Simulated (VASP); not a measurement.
# BN (Cm) in VASP: a series of runs

Runs on BN. Level: PBE. Tasks: single point.

Program: VASP 6.6.1. These are calculated values, not measurements. Logs are shortened: lines on timing, memory, paths and dates and some standing lists are left out, and cuts for length are marked.

### 1 The cell of the first run

It takes space group Cm (No. 8, monoclinic). Conventional cell: a = 3.970 Å, b = 2.501 Å, c = 3.981 Å, α = 90.00°, β = 117.31°, γ = 90.00°. Within 1.8 Å of B (site symmetry m) lie 3 N at 1.35 to 1.41 Å. N (site symmetry m) has 3 B at 1.35 to 1.41 Å within 1.8 Å.

### 2 Single point, PBE (strained and its atoms moved)

Input file INCAR:

```
ALGO = Normal
EDIFF = 1E-7
ENCUT = 520
GGA = PE
ISIF = 2
ISMEAR = 0
LASPH = T
LCHARG = F
LREAL = F
LWAVE = F
NBANDS = 11
NELM = 100
PREC = Accurate
SIGMA = 0.02
```

Input file KPOINTS:

```
k-points
0
Gamma
  12 12 12
```

Input file POSCAR:

```
BN
1.0
    0.0000000000      3.5871028863      2.0594104630
    1.2505682127      0.0465926226      1.9842262195
    1.2505682127      3.5405102637      0.0751842435
B N
1 1
Direct
   -0.0055285642      0.0112763200      0.9887236800
    0.6722285542      0.6554236700      0.3445763300
```

Potentials or basis: VASP PAW PBE potentials, release 64 (B, N).

Command:

```bash
$ cat potpaw_PBE.64/B/POTCAR potpaw_PBE.64/N/POTCAR > POTCAR
$ mpirun -np 1 vasp_std > vasp.out
```

OUTCAR:

```text
EDIFF = 1E-7
   ENCUT = 520
   GGA = PE
   ISIF = 2
   ISMEAR = 0
   LASPH = T
   LREAL = F
   NELM = 100
   PREC = Accurate

 ion  position               nearest neighbor table
   1  0.994  0.011  0.989-   2 1.35   2 1.41   2 1.41
   2  0.672  0.655  0.345-   1 1.35   1 1.41   1 1.41

  LATTYP: Found a base centered monoclinic cell.
 ALAT       =     3.9695463532
 B/A-ratio  =     0.6300811737
 C/A-ratio  =     1.0029974024
 COS(beta)  =    -0.4587520840

  Lattice vectors:

 A1 = (  -1.2505682127,   0.0465926226,   1.9842262195)
 A2 = (   1.2505682127,   0.0465926226,   1.9842262195)
 A3 = (   0.0000000000,   3.4939176411,  -1.9090419760)

Analysis of symmetry for initial positions (statically):
=====================================================================
 Subroutine PRICEL returns:
 Original cell was already a primitive cell.

 Routine SETGRP: Setting up the symmetry group for a
 base centered monoclinic supercell.

 Subroutine GETGRP returns: Found  2 space group operations
 (whereof  2 operations were pure point group operations)
 out of a pool of  4 trial point group operations.

The static configuration has the point symmetry C_1h.

Analysis of symmetry for dynamics (positions and initial velocities):
=====================================================================
 Subroutine PRICEL returns:
 Original cell was already a primitive cell.

 Routine SETGRP: Setting up the symmetry group for a
 base centered monoclinic supercell.

 Subroutine GETGRP returns: Found  2 space group operations
 (whereof  2 operations were pure point group operations)
 out of a pool of  4 trial point group operations.

The dynamic configuration has the point symmetry C_1h.

 Subroutine INISYM returns: Found  2 space group operations
 (whereof  2 operations are pure point group operations),
 and found     1 'primitive' translations

----------------------------------------------------------------------------------------

                                     Primitive cell

  volume of cell :      17.5622

  direct lattice vectors                    reciprocal lattice vectors
     0.000000000  3.587102886  2.059410463    -0.399818255  0.135939307  0.248795337
     1.250568213  0.046592623  1.984226219     0.399818255 -0.146646765  0.255430884
     1.250568213  3.540510264  0.075184243     0.399818255  0.146646765 -0.255430884

  length of vectors
     4.136239666  2.345899703  3.755633961     0.490135952  0.496593241  0.496593241

  position of ions in fractional coordinates (direct lattice)
     0.994471436  0.011276320  0.988723680
     0.672228554  0.655423670  0.344576330

  ion indices of the primitive-cell ions
   primitive index   ion index
                 1           1
                 2           2

----------------------------------------------------------------------------------------

 KPOINTS: k-points

Automatic generation of k-mesh.
 Grid dimensions read from file:
 generate k-points for:   12   12   12

 Generating k-lattice:

  Cartesian coordinates                     Fractional coordinates (reciprocal lattice)
    -0.033318188  0.011328276  0.020732945     0.083333333 -0.000000000 -0.000000000
     0.033318188 -0.012220564  0.021285907    -0.000000000  0.083333333 -0.000000000
     0.033318188  0.012220564 -0.021285907     0.000000000 -0.000000000  0.083333333

  Length of vectors
     0.040844663  0.041382770  0.041382770

  Shift w.r.t. Gamma in fractional coordinates (k-lattice)
     0.000000000  0.000000000  0.000000000

 Subroutine IBZKPT returns following result:
 ===========================================

 Found    476 irreducible k-points:

 Following reciprocal coordinates:
            Coordinates               Weight
  0.000000  0.000000  0.000000      1.000000
  0.083333  0.000000  0.000000      4.000000
  0.166667 -0.000000 -0.000000      4.000000
  0.250000 -0.000000 -0.000000      4.000000
  0.333333 -0.000000 -0.000000      4.000000
  0.416667  0.000000 -0.000000      4.000000
[... 16 lines left out ...]
  0.250000  0.166667 -0.000000      4.000000
  0.333333  0.166667  0.000000      4.000000
 [... further k-points ...]
   k-points           NKPTS =    476   k-points in BZ     NKDIM =    476   number of bands    NBANDS=     11
   number of dos      NEDOS =    301   number of ions     NIONS =      2
   total plane-waves  NPLWV =  16128
   dimension x,y,z NGX =    32 NGY =   18 NGZ =   28
   dimension x,y,z NGXF=    64 NGYF=   36 NGZF=   56
   ions per type =               1   1
   NGX,Y,Z   is equivalent  to a cutoff of  12.86, 12.76, 12.39 a.u.
   NGXF,Y,Z  is equivalent  to a cutoff of  25.72, 25.51, 24.79 a.u.
 SYSTEM =  unknown system
   PREC   = accura    normal or accurate (medium, high low for compatibility)
   ISTART =      0    job   : 0-new  1-cont  2-samecut
   ICHARG =      2    charge: 1-file 2-atom 10-const
   ISPIN  =      1    spin polarized calculation?
   LNONCOLLINEAR =      F non collinear calculations
   LSORBIT =      F    spin-orbit coupling
   LASPH  =      T    aspherical Exc in radial PAW
   ENCUT  =  520.0 eV  38.22 Ry    6.18 a.u.   7.69  4.36  6.98*2*pi/ulx,y,z
   NELM   =    100;   NELMIN=  2; NELMDL= -5     # of ELM steps
   EDIFF  = 0.1E-06   stopping-criterion for ELM
   LREAL  =      F    real-space projection
   EDIFFG = 0.1E-05   stopping-criterion for IOM
   NSW    =      0    number of steps for IOM
   IBRION =     -1    ionic relax: 0-MD 1-quasi-New 2-CG
   NFREE  =      0    steps in history (QN), initial steepest desc. (CG)
   ISIF   =      2    stress and relaxation
   ISYM   =      2    0-nonsym 1-usesym 2-fastsym
   POTIM  = 0.5000    time-step for ionic-motion
   TEBEG  =    0.0;   TEEND  =   0.0 temperature during run
   PSTRESS=    0.0 pullay stress
   NELECT =       8.0000    total number of electrons
   NUPDOWN=      -1.0000    fix difference up-down
   EMIN   =  10.00;   EMAX   =-10.00  energy-range for DOS
   EFERMI =   0.00;   METHOD = LEGACY
   ISMEAR =     0;   SIGMA  =   0.02  broadening in eV -4-tet -1-fermi 0-gaus
   EFERMI_NEDOS =   21; number of points for ismear=-14 and -15
   IALGO  =     38    algorithm
   IMIX   =      4    mixing-type and parameters
     AMIX     =   0.40;   BMIX     =  1.00
     AMIX_MAG =   1.60;   BMIX_MAG =  1.00
  volume/ion in A,a.u.               =       8.78        59.26
  Fermi-wavevector in a.u.,A,eV,Ry     =   1.259637  2.380370 21.588180  1.586686
  Thomas-Fermi vector in A             =   2.393187
   LORBIT       =      0    0 simple, 1 ext, 2 COOP (PROOUT), +10 PAW based schemes
   GGA     = PE    functional components
   LHFCALC =     F    Hartree Fock is set to
   AEXX    =    0.0000 exact exchange contribution
   IVDW    =     0    specifies the selected vdW correction
   LEPSILON=     F    determine dielectric tensor
   LRPA    =     F    only Hartree local field effects (RPA)
 non-spin polarized calculation
 Gauss-broadening in eV      SIGMA  =   0.02
  energy-cutoff  :      520.00
  volume of cell :       17.56
 maximum number of plane-waves:       487
   NGX = 15   NGY =  9   NGZ = 13

 number of electron       8.0000000 magnetization

 Free energy of the ion-electron system (eV)
  ---------------------------------------------------
  ext. energy  EPLUGINS =         0.00000000
  ---------------------------------------------------
  free energy    TOTEN  =       -17.05206477 eV

  energy without entropy =      -17.05206477  energy(sigma->0) =      -17.05206477

 E-fermi :   2.6502     XC(G=0):  -9.9390

 val. band max:        2.4866575707   @ k =   0.5000  -0.4167   0.0833
 cond. band min:       6.9151396767   @ k =   0.0000   0.0000   0.0000
 fundamental gap:      4.4284821060
 Fermi energy:         2.6501588057

 k-point     1 :       0.0000    0.0000    0.0000
  band No.  band energies     occupation
      1     -16.1810      2.00000
      2      -2.7884      2.00000
      3       1.0132      2.00000
      4       1.7261      2.00000
      5       6.9151      0.00000
      6      14.4597      0.00000
      7      15.2844      0.00000
      8      16.9225      0.00000
      9      20.0583      0.00000
     10      29.3838      0.00000
     11      30.6226      0.00000

 k-point     2 :       0.0833    0.0000    0.0000
  band No.  band energies     occupation
      1     -16.0364      2.00000
      2      -2.6337      2.00000
      3       0.4805      2.00000
      4       1.3701      2.00000
      5       7.2066      0.00000
      6      14.6994      0.00000
      7      15.8088      0.00000
      8      16.4200      0.00000
      9      20.3445      0.00000
     10      28.0959      0.00000
     11      30.9455      0.00000

 k-point     3 :       0.1667   -0.0000   -0.0000
  band No.  band energies     occupation
      1     -15.6099      2.00000
      2      -2.1879      2.00000
      3      -1.0054      2.00000
      4       0.6866      2.00000
      5       7.9891      0.00000
      6      14.6901      0.00000
      7      15.3951      0.00000
      8      17.3065      0.00000
      9      21.2290      0.00000
     10      25.7307      0.00000
     11      30.4368      0.00000

 k-point     4 :       0.2500   -0.0000   -0.0000
  band No.  band energies     occupation
      1     -14.9289      2.00000
      2      -3.0176      2.00000
      3      -1.3623      2.00000
      4      -0.0393      2.00000
      5       9.0105      0.00000
      6      13.0343      0.00000
      7      15.5133      0.00000
      8      19.2402      0.00000
      9      22.4632      0.00000
     10      23.8681      0.00000
     11      29.1858      0.00000

 k-point     5 :       0.3333   -0.0000   -0.0000
  band No.  band energies     occupation
      1     -14.0633      2.00000
      2      -4.9413      2.00000
      3      -0.6606      2.00000
      4      -0.3723      2.00000
      5       9.1037      0.00000
      6      12.3999      0.00000
      7      15.6135      0.00000
      8      20.7545      0.00000
      9      22.2644      0.00000
     10      24.1421      0.00000
     11      27.7458      0.00000
[... 211 lines left out ...]
 k-point    21 :       0.0833    0.1667    0.0000
  band No.  band energies     occupation
      1     -15.7087      2.00000
      2      -2.2460      2.00000
      3      -0.4030      2.00000
      4       0.6694      2.00000
      5       7.7298      0.00000
      6      14.7700      0.00000
      7      15.4924      0.00000
      8      16.3760      0.00000
      9      21.2858      0.00000
     10      26.9482      0.00000
     11      30.2984      0.00000

 k-point    22 :       0.1667    0.1667    0.0000
  band No.  band energies     occupation
      1     -15.5284      2.00000
      2      -1.9774      2.00000
      3      -0.2638      2.00000
      4      -0.2228      2.00000
      5       7.8626      0.00000
      6      14.0992      0.00000
      7      15.2971      0.00000
      8      17.3106      0.00000
      9      21.5529      0.00000
     10      27.7330      0.00000
     11      27.9564      0.00000

 k-point    23 :       0.2500    0.1667   -0.0000
  band No.  band energies     occupation
      1     -15.0753      2.00000
      2      -1.7816      2.00000
      3      -1.3401      2.00000
      4      -0.6231      2.00000
      5       8.5117      0.00000
      6      13.7922      0.00000
      7      14.5672      0.00000
      8      18.3465      0.00000
      9      22.3243      0.00000
     10      25.0293      0.00000
     11      29.0032      0.00000

 k-point    24 :       0.3333    0.1667    0.0000
  band No.  band energies     occupation
      1     -14.3814      2.00000
      2      -3.4271      2.00000
      3      -1.3772      2.00000
      4      -0.5186      2.00000
      5       9.4386      0.00000
      6      12.4464      0.00000
      7      15.3479      0.00000
      8      18.7413      0.00000
      9      21.6109      0.00000
     10      24.8486      0.00000
     11      29.1779      0.00000

 [... further k-points ...]

------------------------ aborting loop because EDIFF is reached ----------------------------------------

  FORCE on cell =-STRESS in cart. coord.  units (eV):
  Direction    XX          YY          ZZ          XY          YZ          ZX
  --------------------------------------------------------------------------------------
  -------------------------------------------------------------------------------------
  Total        2.7191223     -0.0730800     10.2382187      0.0000000      0.1125427      0.0000000
  in kB      248.0627291     -6.6670170    934.0221469      0.0000000     10.2671521      0.0000000
  external PRESSURE =     391.8059530 kB  Pullay stress =       0.0000000 kB

 VOLUME and BASIS-vectors are now :
 -----------------------------------------------------------------------------
  energy-cutoff  :      520.00
  volume of cell :       17.56
      direct lattice vectors                 reciprocal lattice vectors
     0.000000000  3.587102886  2.059410463    -0.399818255  0.135939307  0.248795337
     1.250568213  0.046592623  1.984226219     0.399818255 -0.146646765  0.255430884
     1.250568213  3.540510264  0.075184243     0.399818255  0.146646765 -0.255430884

 POSITION                                       TOTAL-FORCE (eV/Angst)
 -----------------------------------------------------------------------------------
      1.25057      7.06838      2.14474         0.000000      1.398150      1.172291
      1.25057      3.66187      2.71081         0.000000     -1.398150     -1.172291
 -----------------------------------------------------------------------------------
    total drift:                                0.000003     -0.000189     -0.000105

  FREE ENERGIE OF THE ION-ELECTRON SYSTEM (eV)
  ---------------------------------------------------
  free  energy   TOTEN  =       -17.0520647670 eV

  energy  without entropy=      -17.0520647670  energy(sigma->0) =      -17.05206477
```

It took 2.5 min on 1 thread of Intel Xeon 8259CL, shared host; peak memory 0.21 GiB.

Results:

- Free energy: -17.0521 eV
- Pressure: 39.2 GPa
- Largest force: 1.825 eV/Å
- Band gap on the k mesh: 4.43 eV (least direct gap 4.88 eV)

Forces in eV/Å, atoms in the order of the input:
```
B    0.000  1.398  1.172
N    0.000 -1.398 -1.172
```

Levels at points of the mesh, in eV from the valence-band top:
```csv
k point,band 1,band 2,band 3,band 4,band 5,band 6,band 7,band 8,band 9
"(0.00, 0.00, 0.00)",-18.67,-5.28,-1.47,-0.76,4.43,11.97,12.80,14.44,17.57
"(0.50, 0.00, 0.00)",-15.27,-9.64,-3.69,-1.29,4.49,12.12,13.46,16.20,20.33
"(0.00, 0.50, 0.00)",-15.26,-9.62,-3.70,-1.50,4.67,11.73,14.04,15.95,20.32
"(0.50, 0.50, 0.00)",-14.64,-9.23,-5.32,-0.23,5.93,9.22,13.39,14.79,19.03
"(0.50, 0.00, 0.50)",-18.50,-6.77,-1.49,-0.76,9.36,11.90,12.02,14.56,16.73
"(0.00, 0.50, 0.50)",-14.56,-9.09,-5.35,-0.99,4.51,9.41,14.65,20.04,20.68
```

Caveat: the cell differs from its parent crystal (strained and its atoms moved); the cell stands under pressure; forces of over 1 eV/Å act on the atoms, so gaps and moduli don't describe the material at rest. A k mesh can miss the band edges.

### 3 Single point, PBE (strained and its atoms moved)

Input file INCAR:

```
SYSTEM = BN
  ALGO = Normal
  EDIFF = 1E-6
  ENCUT = 520
  GGA = PE
  ISIF = 2
  ISMEAR = 0
  LASPH = .True.
  LCHARG = .True.
  LELF = .True.
  LREAL = .False.
  LVHAR = .True.
  LWAVE = .False.
  NBANDS = 11
  NELM = 60
  PREC = Accurate
  SIGMA = 0.02
```

Input file KPOINTS:

```
k-points
0
Gamma
  12 12 12
  0 0 0
```

Input file POSCAR:

```
BN
1.0
    0.0000000000      3.6958670066      2.2957025855
    1.3091320787      0.0216609124      2.2607494272
    1.3091320787      3.6742060942      0.0349531583
B N
1 1
Direct
   -0.0073798894     -0.0062526826      1.0062526826
    0.6740798794      0.6729526726      0.3270473274
```

Potentials or basis: VASP PAW PBE potentials, release 64 (B, N).

Command:

```bash
$ cat potpaw_PBE.64/B/POTCAR potpaw_PBE.64/N/POTCAR > POTCAR
$ mpirun -np 1 vasp_std > vasp.out
```

Run time: 3.1 min. Hardware: 1 thread of Intel Xeon 8259CL, shared host; peak memory 0.23 GiB.

Results (log left out):

```
Free energy            : -17.3583 eV
Pressure               : -20.1 GPa
Largest force          : 1.965 eV/Å
Band gap on the k mesh : 3.42 eV (least direct gap 4.19 eV)
```

Forces on the atoms (eV/Å):
```
B    0.000  0.125  1.961
N    0.000 -0.125 -1.961
```

Stress tensor (GPa, compression positive):
```
-33.31   0.00   0.00
  0.00   0.76  -0.36
  0.00  -0.36 -27.75
```

Levels at points of the mesh, in eV from the valence-band top:
```
           k point  band 2  band 3  band 4  band 5  band 6  band 7
(0.00, 0.00, 0.00)   -3.95   -2.12   -0.85    4.68    9.68   11.27
(0.50, 0.00, 0.00)   -8.34   -4.08   -0.93    4.68    8.42   12.46
(0.00, 0.50, 0.00)   -8.33   -4.08   -0.97    4.64    8.40   12.53
(0.50, 0.50, 0.00)   -8.62   -3.65   -0.25    4.91    8.37   11.52
(0.50, 0.00, 0.50)   -5.27   -2.11   -0.87    8.80    9.55    9.61
(0.00, 0.50, 0.50)   -8.48   -3.68   -0.96    3.42    8.69   13.67
```

Caveat: the cell differs from its parent crystal (strained and its atoms moved); the cell stands under tension; forces of over 1 eV/Å act on the atoms, so gaps and moduli don't describe the material at rest. A k mesh can miss the band edges.
